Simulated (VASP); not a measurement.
## Re: single point with LDA

The system is Re.

```
CELL_PARAMETERS angstrom
0.00000 2.01374 2.01374
2.01374 0.00000 2.01374
2.01374 2.01374 0.00000
ATOMIC_POSITIONS crystal
Re 0.00000 0.00000 0.00000
```

This isn't the form of Re at room conditions, which is hcp.

```yaml
Program: VASP 6.6.1
Task: single point
Functional: LDA
Potentials_or_basis: VASP PAW LDA potentials, release 64 (Re)
Cutoff: 520 eV
k_mesh: 14 × 14 × 14
Occupations: fermi-dirac, width 0.03 eV
Spin: no spin polarisation
```

```yaml
Pressure: -38.3 GPa
Band_gap_on_the_k_mesh: zero (an odd number of electrons rules out a gap without spin polarisation)
```

Levels at points of the mesh, in eV from the Fermi level:
```tsv
k point	band 1	band 2	band 3	band 4	band 5	band 6	band 7	band 8	band 9
(0.00, 0.00, 0.00)	-9.30	-1.64	-1.64	-1.64	1.06	1.06	13.90	18.93	18.93
(0.50, 0.00, 0.00)	-6.09	-1.81	-1.81	0.24	3.25	3.25	8.56	13.39	18.96
(0.50, 0.50, 0.00)	-5.92	-5.13	2.55	3.19	3.89	3.89	11.25	11.55	11.55
```

Run time: 16 s on 1 thread of Intel Xeon 8259CL, with other jobs on the host, peak memory 0.14 GiB.

Caveat: the cell stands under tension; spin-orbit coupling is left out, which moves the levels of the heavy elements.
